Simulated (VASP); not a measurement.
# PtS2 in VASP: notebook, part 2 of 2

VASP 6.6.1. The steps go on from the part before.

## (3) Single point, PBEsol

INCAR reads:

```
ALGO     = Normal         # electronic algorithm
EDIFF    = 1E-6           # SCF threshold, eV
ENCUT    = 520            # plane-wave cutoff, eV
GGA      = PS             # functional
ISIF     = 2              # what is computed and relaxed
ISMEAR   = -1             # smearing method
LASPH    = True           # aspherical terms in the spheres
LCHARG   = False          # write CHGCAR
LREAL    = False          # projectors in reciprocal space
LWAVE    = False          # write WAVECAR
NBANDS   = 18             # bands
NELM     = 60             # most SCF steps
PREC     = Accurate       # precision mode
SIGMA    = 0.05           # smearing width, eV
```

KPOINTS reads:

```
k-points
0
Gamma
  7 7 5
```

POSCAR reads:

```
PtS2
1.0
    3.5432000000      0.0177160000      0.0000000000
   -1.7562574939      3.0596432107      0.0000000000
    0.0000000000      0.0000000000      5.0388000000
Pt S
1 2
Direct
    0.0000000000      0.0000000000      0.0000000000
    0.6666666667      0.3333333333      0.7730000000
    0.3333333333      0.6666666667      0.2270000000
```

Potentials or basis: VASP PAW PBE potentials, release 64 (Pt, S).

Run with:

```console
cat potpaw_PBE.64/Pt/POTCAR potpaw_PBE.64/S/POTCAR > POTCAR
mpirun -np 1 vasp_std > vasp.out
```

OUTCAR:

```text
EDIFF = 1E-6
   ENCUT = 520
   GGA = PS
   ISIF = 2
   ISMEAR = -1
   LASPH = True
   LREAL = False
   NELM = 60
   PREC = Accurate

 ion  position               nearest neighbor table
   1  0.000  0.000  0.000-   2 2.34   3 2.34   3 2.34   2 2.34   2 2.35   3 2.35
   2  0.667  0.333  0.773-   1 2.34   1 2.34   1 2.35
   3  0.333  0.667  0.227-   1 2.34   1 2.34   1 2.35

  Warning from LATTYP: Monoclinic adjustment (A1->A3, A2->A1, A3->A2)!
  LATTYP: Found a simple monoclinic cell.
 ALAT       =     3.5278686146
 B/A-ratio  =     1.4282844829
 C/A-ratio  =     1.0043583469
[... 691 lines left out ...]
     17      15.3258      0.00000
     18      16.5579      0.00000

 [... further k-points ...]
[... 5 lines left out ...]
  --------------------------------------------------------------------------------------
  -------------------------------------------------------------------------------------
  Total        2.1612097      2.1568366      1.9717420     -0.3451004     -0.0027836      0.2118207
  in kB       63.2075943     63.0796978     57.6663462    -10.0929440     -0.0814092      6.1949932
  external PRESSURE =      61.3178794 kB  Pullay stress =       0.0000000 kB

 VOLUME and BASIS-vectors are now :
 -----------------------------------------------------------------------------
  energy-cutoff  :      520.00
  volume of cell :       54.78
      direct lattice vectors                 reciprocal lattice vectors
     3.543200000  0.017716000  0.000000000     0.281423057  0.161538885  0.000000000
    -1.756257494  3.059643211  0.000000000    -0.001629501  0.325900149  0.000000000
     0.000000000  0.000000000  5.038800000     0.000000000  0.000000000  0.198459951

 POSITION                                       TOTAL-FORCE (eV/Angst)
 -----------------------------------------------------------------------------------
      0.00000      0.00000      0.00000        -0.000000     -0.000000      0.000000
      1.77671      1.03169      3.89499        -0.081355      0.001198     -0.933601
      0.01023      2.04567      1.14381         0.081355     -0.001198      0.933601
 -----------------------------------------------------------------------------------
    total drift:                                0.000000     -0.000000      0.000000

  FREE ENERGIE OF THE ION-ELECTRON SYSTEM (eV)
  ---------------------------------------------------
  free  energy   TOTEN  =       -16.9278297790 eV

  energy  without entropy=      -16.9278101275  energy(sigma->0) =      -16.92781995
```

stdout:

```text
POSCAR found type information on POSCAR PtS
 POSCAR found :  2 types and       3 ions
 scaLAPACK will be used
 -----------------------------------------------------------------------------
|                                                                             |
|                                                                             |
|     You enforced a specific xc type in the INCAR file but a different       |
|     I HOPE YOU KNOW WHAT YOU ARE DOING!                                     |
|                                                                             |
 -----------------------------------------------------------------------------

 LDA part: xc-table for (Slater+PW92), standard interpolation
 POSCAR, INCAR and KPOINTS ok, starting setup
 FFT: planning ... GRIDC
 FFT: planning ... GRID_SOFT
 FFT: planning ... GRID
 WAVECAR not read
 entering main loop
```

Wall time 1.9 min (1 thread of Intel Xeon Platinum 8375C at 2.90GHz (Ice Lake), shared host); peak memory 0.26 GiB.

Results:

* Free energy: -16.9278 eV
* Pressure: 6.1 GPa
* Largest force: 0.937 eV/Å
* Band gap on the k mesh: 0.76 eV, indirect (least direct gap 1.10 eV)

Forces in eV/Å, atoms in the order of the input:
```
Pt   0.000  0.000  0.000
S   -0.081  0.001 -0.934
S    0.081 -0.001  0.934
```

Levels at points of the mesh, in eV from the valence-band top:
```
           k point  band 9  band 10  band 11  band 12  band 13  band 14
(0.00, 0.00, 0.00)   -1.19    -1.15    -0.16     2.40     2.43     4.63
```

Caveat: the PAW data sets were made with another functional, which shifts forces and pressure a little; spin-orbit coupling is left out, which moves the levels of the heavy elements.

## (4) Single point, PBEsol

INCAR reads:

```
SYSTEM = PtS2
  PREC = Accurate
  ENCUT = 520
  EDIFF = 1E-6
  ISMEAR = -1
  SIGMA = 0.05
  LREAL = .False.
  LASPH = .True.
  NELM = 100
  ALGO = Normal
  ISIF = 2
  LWAVE = .False.
  LCHARG = .False.
  GGA = PS
  NBANDS = 18
```

KPOINTS reads:

```
Automatic mesh
0
Gamma
  7 7 5
  0 0 0
```

POSCAR reads:

```
PtS2
1.0
    3.5432000000      0.0354320000      0.0000000000
   -1.7409149879      3.0507852107      0.0000000000
    0.0000000000      0.0000000000      5.0388000000
Pt S
1 2
Direct
    0.0000000000      0.0000000000      0.0000000000
    0.6666666667      0.3333333333      0.7730000000
    0.3333333333      0.6666666667      0.2270000000
```

Run with:

```console
cat potpaw_PBE.64/Pt/POTCAR potpaw_PBE.64/S/POTCAR > POTCAR
mpirun -np 1 vasp_std > vasp.out
```

Run time: 1.8 min. Hardware: 1 thread of Intel Xeon Platinum 8375C at 2.90GHz (Ice Lake), shared host; peak memory 0.26 GiB.

Results (log left out):

```
Free energy            : -16.9225 eV
Pressure               : 6.2 GPa
Largest force          : 0.953 eV/Å
Band gap on the k mesh : 0.70 eV, indirect (least direct gap 1.10 eV)
```

Forces on the atoms (eV/Å):
```
Pt   0.000  0.000  0.000
S   -0.163  0.005 -0.938
S    0.163 -0.005  0.938
```

Stress tensor (GPa, compression positive):
```
 6.39 -2.02  1.24
-2.02  6.34 -0.03
 1.24 -0.03  5.80
```

Levels at points of the mesh, in eV from the valence-band top:
```
           k point  band 9  band 10  band 11  band 12  band 13  band 14
(0.00, 0.00, 0.00)   -1.25    -1.16    -0.19     2.35     2.41     4.60
```

Caveat: the PAW data sets were made with another functional, which shifts forces and pressure a little; spin-orbit coupling is left out, which moves the levels of the heavy elements.

## (5) Single point, PBEsol

INCAR reads:

```
  ALGO = Normal
  EDIFF = 1E-6
  ENCUT = 520
  GGA = PS
  ISIF = 2
  ISMEAR = -1
  LASPH = T
  LCHARG = T
  LELF = T
  LREAL = F
  LVHAR = T
  LWAVE = F
  NBANDS = 18
  NELM = 100
  PREC = Accurate
  SIGMA = 0.05
```

KPOINTS reads:

```
k-points
0
Gamma
  7 7 5
```

POSCAR reads:

```
PtS2
1.0
    3.5432000000      0.0708640000      0.0000000000
   -1.7102299758      3.0330692107      0.0000000000
    0.0000000000      0.0000000000      5.0388000000
Pt S
1 2
Direct
    0.0000000000      0.0000000000      0.0000000000
    0.6666666667      0.3333333333      0.7730000000
    0.3333333333      0.6666666667      0.2270000000
```

Run with:

```console
cat potpaw_PBE.64/Pt/POTCAR potpaw_PBE.64/S/POTCAR > POTCAR
mpirun -np 1 vasp_std > vasp.out
```

Run time: 1.9 min. Hardware: 1 thread of Intel Xeon Platinum 8375C at 2.90GHz (Ice Lake), shared host; peak memory 0.26 GiB.

It converged, with:

- Free energy: -16.9011 eV
- Pressure: 6.4 GPa
- Largest force: 1.012 eV/Å
- Band gap on the k mesh: 0.58 eV, indirect (least direct gap 1.08 eV)

Forces in eV/Å, atoms in the order of the input:
```
Pt   0.000  0.000  0.000
S   -0.326  0.019 -0.958
S    0.326 -0.019  0.958
```

Stress tensor (GPa, compression positive):
```
 6.66 -4.03  2.48
-4.03  6.45 -0.13
 2.48 -0.13  5.95
```

Levels at points of the mesh, in eV from the valence-band top:
```tsv
k point	band 7	band 8	band 9	band 10	band 11	band 12	band 13	band 14	band 15	band 16
(0.00, 0.00, 0.00)	-4.05	-1.94	-1.36	-1.17	-0.25	2.25	2.37	4.53	5.50	7.38
```

Caveat: the PAW data sets were made with another functional, which shifts forces and pressure a little; spin-orbit coupling is left out, which moves the levels of the heavy elements. A k mesh can miss the band edges.

## (6) Single point, PBEsol (volume scaled by 1.02)

INCAR reads:

```
PREC     = Accurate       # precision mode
ENCUT    = 520            # plane-wave cutoff, eV
EDIFF    = 1E-6           # SCF threshold, eV
ISMEAR   = -1             # smearing method
SIGMA    = 0.05           # smearing width, eV
LREAL    = F              # projectors in reciprocal space
LASPH    = T              # aspherical terms in the spheres
NELM     = 100            # most SCF steps
ALGO     = Normal         # electronic algorithm
ISIF     = 2              # what is computed and relaxed
LWAVE    = F              # write WAVECAR
LCHARG   = F              # write CHGCAR
GGA      = PS             # functional
NBANDS   = 18             # bands
```

KPOINTS reads:

```
regular mesh
0
Gamma
  9 9 5
```

POSCAR reads:

```
PtS2
1.0
    3.5666655845      0.0000000000      0.0000000000
   -1.7833327923      3.0888230030      0.0000000000
    0.0000000000      0.0000000000      5.0721705089
Pt S
1 2
Direct
    0.0000000000      0.0000000000      0.0000000000
    0.6666666667      0.3333333333      0.7730000000
    0.3333333333      0.6666666667      0.2270000000
```

Potentials or basis: VASP PAW PBE potentials, release 64 (Pt, S).

Run with:

```console
cat potpaw_PBE.64/Pt/POTCAR potpaw_PBE.64/S/POTCAR > POTCAR
mpirun -np 1 vasp_std > vasp.out
```

Wall time 45 s (1 thread of AMD EPYC 7R13 (Zen 3), shared host); peak memory 0.18 GiB.

The run converged. Its results:

```yaml
Free_energy: -16.9623 eV
Pressure: 2.9 GPa
Largest_force: 0.633 eV/Å
Band_gap_on_the_k_mesh: 0.94 eV, indirect (least direct gap 0.98 eV)
```

Forces in eV/Å, atoms in the order of the input:
```
Pt   0.000  0.000  0.000
S    0.000  0.000 -0.633
S    0.000  0.000  0.633
```

Stress tensor (GPa, compression positive):
```
2.63 0.00 0.00
0.00 2.63 0.00
0.00 0.00 3.50
```

Levels at points of the mesh, in eV from the valence-band top:
| k point | band 8 | band 9 | band 10 | band 11 | band 12 | band 13 | band 14 | band 15 |
| --- | --- | --- | --- | --- | --- | --- | --- | --- |
| (0.00, 0.00, 0.00) | -1.78 | -1.12 | -1.12 | -0.11 | 2.38 | 2.38 | 4.68 | 5.44 |

Caveat: the PAW data sets were made with another functional, which shifts forces and pressure a little; spin-orbit coupling is left out, which moves the levels of the heavy elements.

## (7) The runs side by side

| level | potentials or basis | cell | k mesh | gap on the mesh (eV) | pressure (GPa) | largest force (eV/Å) |
| --- | --- | --- | --- | --- | --- | --- |
| LDA | VASP PAW LDA potentials, release 64 (Pt, S) | a = 3.543, b = 3.543, c = 5.039 Å, angles 90.0, 90.0, 120.0°, 3 atoms | 9 × 9 × 5 | 0.91 | 3.5 | 0.80 |
| PBEsol | VASP PAW PBE potentials, release 64 (Pt, S) | a = 3.543, b = 3.528, c = 5.039 Å, angles 90.0, 90.0, 119.6°, 3 atoms | 7 × 7 × 5 | 0.76 | 6.1 | 0.94 |
| PBEsol | VASP PAW PBE potentials, release 64 (Pt, S) | a = 3.543, b = 3.513, c = 5.039 Å, angles 90.0, 90.0, 119.1°, 3 atoms | 7 × 7 × 5 | 0.70 | 6.2 | 0.95 |
| PBEsol | VASP PAW PBE potentials, release 64 (Pt, S) | a = 3.544, b = 3.482, c = 5.039 Å, angles 90.0, 90.0, 118.3°, 3 atoms | 7 × 7 × 5 | 0.58 | 6.4 | 1.01 |
| PBEsol | VASP PAW PBE potentials, release 64 (Pt, S) | a = 3.567, b = 3.567, c = 5.072 Å, angles 90.0, 90.0, 120.0°, 3 atoms | 9 × 9 × 5 | 0.94 | 2.9 | 0.63 |

Alike in all rows: task single point; no spin polarisation; cutoff (eV) 520; smearing fermi-dirac 0.05 eV.

Caveats: spin-orbit coupling is left out, which moves the levels of the heavy elements; the PAW data sets were made with another functional, which shifts forces and pressure a little (some runs).

Total energies depend on the potentials used, so only differences within one code and one set of settings carry meaning.
